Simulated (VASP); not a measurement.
A run of VASP 6.6.1:

INCAR

```
  PREC = Accurate
  ENCUT = 600
  EDIFF = 1E-6
  ISMEAR = 0
  SIGMA = 0.1
  LREAL = False
  LASPH = True
  NELM = 80
  ALGO = Normal
  ISIF = 3
  LWAVE = False
  LCHARG = False
  GGA = PE
  IBRION = 2
  NSW = 100
  EDIFFG = -0.01
```

File KPOINTS:

```
regular mesh
0
Gamma
  9 9 14
```

Contents of POSCAR:

```
Te
1.0
    5.6833275265      0.0000000000      0.0000000000
   -2.8416637632      4.9219060160      0.0000000000
    0.0000000000      0.0000000000      3.1270591098
Te
3
Direct
    0.3333333333      0.6666666667      0.5000000000
    0.0000000000      0.0000000000      0.0000000000
    0.6666666667      0.3333333333      0.5000000000
```

Potentials or basis: VASP PAW PBE potentials, release 64 (Te).

Run with:

```bash
$ cat potpaw_PBE.64/Te/POTCAR > POTCAR
$ mpirun -np 1 vasp_std > vasp.out
```

Hardware: 1 thread of Intel(R) Xeon(R) 6975P-C (Granite Rapids), with other jobs on the host.

**Question.** How long does it take, and how much memory?

**Answer.** Wall time 2.3 min on 1 thread of Intel(R) Xeon(R) 6975P-C (Granite Rapids), on a shared host, peak memory 0.31 GiB. Counts: scf iterations 36, k points 96, ion steps 5.
